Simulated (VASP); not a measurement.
# Nb (P6/mmm) in VASP: single point with PBEsol

Aim: the single point of Nb with PBEsol.

Program: VASP 6.6.1. These are calculated values, not measurements. Logs are shortened: lines on timing, memory, paths and dates and some standing lists are left out, and cuts for length are marked.

### 1 The cell of the first run

Symmetry: P6/mmm, No. 191, hexagonal system. Conventional cell: a = 3.071 Å, b = 3.071 Å, c = 6.565 Å, α = 90.00°, β = 90.00°, γ = 120.00°. Within 4.0 Å of Nb (site symmetry 6/mmm) lie 6 Nb at 3.07 Å.

This isn't the form of Nb at room conditions, which is bcc.

### 2 Single point, PBEsol

INCAR reads:

```
ALGO = Normal
EDIFF = 1E-6
ENCUT = 500
GGA = PS
GGA_COMPAT = F
ISIF = 2
ISMEAR = -1
LASPH = T
LCHARG = T
LELF = T
LREAL = F
LVHAR = T
LWAVE = F
NBANDS = 12
NELM = 120
PREC = Accurate
SIGMA = 0.1
```

KPOINTS reads:

```
k-points
0
Gamma
  9 9 4
```

POSCAR reads:

```
Nb
1.0
    3.0710600000      0.0000000000      0.0000000000
   -1.5355300000      2.6596200000      0.0000000000
    0.0000000000      0.0000000000      6.5652900000
Nb
1
Direct
    0.0000000000      0.0000000000      0.0000000000
```

Potentials or basis: VASP PAW PBE potentials, release 64 (Nb_sv).

The run is started by

```console
> cat potpaw_PBE.64/Nb_sv/POTCAR > POTCAR
> mpirun -np 1 vasp_std > vasp.out
```

OUTCAR:

```text
EDIFF = 1E-6
   ENCUT = 500
   GGA = PS
   ISIF = 2
   ISMEAR = -1
   LASPH = T
   LREAL = F
   NELM = 120
   PREC = Accurate

 ion  position               nearest neighbor table
   1  0.000  0.000  0.000-

  LATTYP: Found a hexagonal cell.
 ALAT       =     3.0710600000
 C/A-ratio  =     2.1377928142

  Lattice vectors:

 A1 = (   3.0710600000,   0.0000000000,   0.0000000000)
 A2 = (  -1.5355300000,   2.6596200000,   0.0000000000)
 A3 = (   0.0000000000,   0.0000000000,   6.5652900000)

Analysis of symmetry for initial positions (statically):
=====================================================================
 Subroutine PRICEL returns:
 Original cell was already a primitive cell.

 Routine SETGRP: Setting up the symmetry group for a
 hexagonal supercell.

 Subroutine GETGRP returns: Found 24 space group operations
 (whereof 24 operations were pure point group operations)
 out of a pool of 24 trial point group operations.

The static configuration has the point symmetry D_6h.

Analysis of symmetry for dynamics (positions and initial velocities):
=====================================================================
 Subroutine PRICEL returns:
 Original cell was already a primitive cell.

 Routine SETGRP: Setting up the symmetry group for a
 hexagonal supercell.

 Subroutine GETGRP returns: Found 24 space group operations
 (whereof 24 operations were pure point group operations)
 out of a pool of 24 trial point group operations.

The dynamic configuration has the point symmetry D_6h.

 Subroutine INISYM returns: Found 24 space group operations
 (whereof 24 operations are pure point group operations),
 and found     1 'primitive' translations

----------------------------------------------------------------------------------------

                                     Primitive cell

  volume of cell :      53.6243

  direct lattice vectors                    reciprocal lattice vectors
     3.071060000  0.000000000  0.000000000     0.325620470  0.187996781  0.000000000
    -1.535530000  2.659620000  0.000000000     0.000000000  0.375993563  0.000000000
     0.000000000  0.000000000  6.565290000     0.000000000  0.000000000  0.152316196

  length of vectors
     3.071060000  3.071063484  6.565290000     0.375993990  0.375993563  0.152316196

  position of ions in fractional coordinates (direct lattice)
     0.000000000  0.000000000  0.000000000

  ion indices of the primitive-cell ions
   primitive index   ion index
                 1           1

[... 78 lines left out ...]
   ISYM   =      2    0-nonsym 1-usesym 2-fastsym
   POTIM  = 0.5000    time-step for ionic-motion
   TEBEG  =    0.0;   TEEND  =   0.0 temperature during run
   PSTRESS=    0.0 pullay stress
   NELECT =      13.0000    total number of electrons
   NUPDOWN=      -1.0000    fix difference up-down
   EMIN   =  10.00;   EMAX   =-10.00  energy-range for DOS
   EFERMI =   0.00;   METHOD = LEGACY
   ISMEAR =    -1;   SIGMA  =   0.10  broadening in eV -4-tet -1-fermi 0-gaus
   EFERMI_NEDOS =   21; number of points for ismear=-14 and -15
   IALGO  =     38    algorithm
   IMIX   =      4    mixing-type and parameters
     AMIX     =   0.40;   BMIX     =  1.00
     AMIX_MAG =   1.60;   BMIX_MAG =  1.00
  volume/ion in A,a.u.               =      53.62       361.87
  Fermi-wavevector in a.u.,A,eV,Ry     =   1.020788  1.929009 14.177368  1.042007
  Thomas-Fermi vector in A             =   2.154376
   LORBIT       =      0    0 simple, 1 ext, 2 COOP (PROOUT), +10 PAW based schemes
   GGA     = PS    functional components
   LHFCALC =     F    Hartree Fock is set to
   AEXX    =    0.0000 exact exchange contribution
   IVDW    =     0    specifies the selected vdW correction
   LEPSILON=     F    determine dielectric tensor
   LRPA    =     F    only Hartree local field effects (RPA)
 non-spin polarized calculation
  energy-cutoff  :      500.00
  volume of cell :       53.62
 maximum number of plane-waves:      1391
 NGX is ok and might be reduce to    24
   NGX = 11   NGY = 11   NGZ = 23

 number of electron      13.0000000 magnetization

 Free energy of the ion-electron system (eV)
  ---------------------------------------------------
  ext. energy  EPLUGINS =         0.00000000
  ---------------------------------------------------
  free energy    TOTEN  =        -7.80898946 eV

  energy without entropy =       -7.74694639  energy(sigma->0) =       -7.77796792

 E-fermi :   1.2270     XC(G=0):  -6.8907

 val. band max:        1.2145557224   @ k =   0.1111   0.1111   0.2500
 cond. band min:       1.2528849252   @ k =   0.1111   0.1111   0.0000
 fundamental gap:      0.0383292028
 Fermi energy:         1.2269702985

 k-point     1 :       0.0000    0.0000    0.0000
  band No.  band energies     occupation
      1     -53.9375      2.00000
      2     -30.2008      2.00000
      3     -29.4809      2.00000
      4     -29.4809      2.00000
      5      -2.8783      2.00000
      6       0.3924      1.99953
      7       1.6834      0.02063
      8       1.6834      0.02062
      9       2.3978      0.00002
     10       3.6920      0.00000
     11       3.6920      0.00000
     12       6.1198      0.00000
[... 331 lines left out ...]
 k-point    24 :       0.3333    0.3333    0.2500
  band No.  band energies     occupation
      1     -53.8399      2.00000
      2     -30.0948      2.00000
      3     -29.9475      2.00000
      4     -29.9474      2.00000
      5       0.9246      1.90730
      6       0.9246      1.90730
      7       0.9792      1.84514
      8       0.9792      1.84512
      9       2.5083      0.00001
     10       8.0900      0.00000
     11       8.7457      0.00000
     12       8.7457      0.00000

 [... further k-points ...]

------------------------ aborting loop because EDIFF is reached ----------------------------------------

  FORCE on cell =-STRESS in cart. coord.  units (eV):
  Direction    XX          YY          ZZ          XY          YZ          ZX
  --------------------------------------------------------------------------------------
  -------------------------------------------------------------------------------------
  Total       -6.0107599     -6.0107781     -0.1911544      0.0000000      0.0000000      0.0000000
  in kB     -179.5883478   -179.5888912     -5.7112748      0.0000000      0.0000000      0.0000000
  external PRESSURE =    -121.6295046 kB  Pullay stress =       0.0000000 kB

 VOLUME and BASIS-vectors are now :
 -----------------------------------------------------------------------------
  energy-cutoff  :      500.00
  volume of cell :       53.62
      direct lattice vectors                 reciprocal lattice vectors
     3.071060000  0.000000000  0.000000000     0.325620470  0.187996781  0.000000000
    -1.535530000  2.659620000  0.000000000     0.000000000  0.375993563  0.000000000
     0.000000000  0.000000000  6.565290000     0.000000000  0.000000000  0.152316196

 POSITION                                       TOTAL-FORCE (eV/Angst)
 -----------------------------------------------------------------------------------
      0.00000      0.00000      0.00000         0.000000      0.000000      0.000000
 -----------------------------------------------------------------------------------
    total drift:                                0.000000      0.000000      0.000000

  FREE ENERGIE OF THE ION-ELECTRON SYSTEM (eV)
  ---------------------------------------------------
  free  energy   TOTEN  =        -7.8089894601 eV

  energy  without entropy=       -7.7469463859  energy(sigma->0) =       -7.77796792
```

Run time: 31 s. Hardware: 1 thread of Intel Xeon Platinum 8175M at 2.50GHz (Skylake/Cascade Lake), shared host; peak memory 0.17 GiB.

Results:

```yaml
Free_energy: -7.8090 eV
Pressure: -12.2 GPa
Band_gap_on_the_k_mesh: zero (an odd number of electrons rules out a gap without spin polarisation)
```

Stress tensor (GPa, compression positive):
```
-17.96   0.00   0.00
  0.00 -17.96   0.00
  0.00   0.00  -0.57
```

Levels at points of the mesh, in eV from the Fermi level:
```tsv
k point	band 3	band 4	band 5	band 6	band 7	band 8	band 9	band 10
(0.00, 0.00, 0.00)	-30.71	-30.71	-4.11	-0.83	0.46	0.46	1.17	2.47
(0.00, 0.00, 0.50)	-30.71	-30.71	-4.06	-0.52	0.27	0.46	0.46	2.46
```

Caveat: the cell stands under tension; the PAW data sets were made with another functional, which shifts forces and pressure a little.
